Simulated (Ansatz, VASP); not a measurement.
Two plane-wave programs on SnO

```xyz
2
Lattice="3.0714 0.0000 0.0000 0.0000 3.0714 0.0000 0.0000 0.0000 3.1290" Properties=species:S:1:pos:R:3 pbc="T T T"
Sn    0.0000    0.0000    0.0000
O     1.5357    1.5357    1.5645
```

Change from the starting cell: epitaxial_xy strain -1.0%.

Alike in both runs: task single point; functional r2SCAN; k mesh 8 × 8 × 8; occupations fermi-dirac, width 0.02 eV; no spin polarisation.

```csv
,VASP,Ansatz
version,VASP 6.6.1,Ansatz 0.2.0
potentials or method,"VASP PAW PBE potentials, release 64 (Sn_d, O)","plane waves, PAW"
plane-wave cutoff (eV),660,500
valence electrons in the cell,20,20
```

|  | VASP | Ansatz | Ansatz less VASP |
| --- | --- | --- | --- |
| pressure (GPa) | 1.5 | 1.4 | -0.13 |
| traceless stress, the component that is largest in VASP (GPa) | -1.39 | -1.39 | +0.005 |

VASP's potentials were made for PBE, not for r2SCAN. The functional is the same, so the differences come from potentials, cutoffs and numerics.
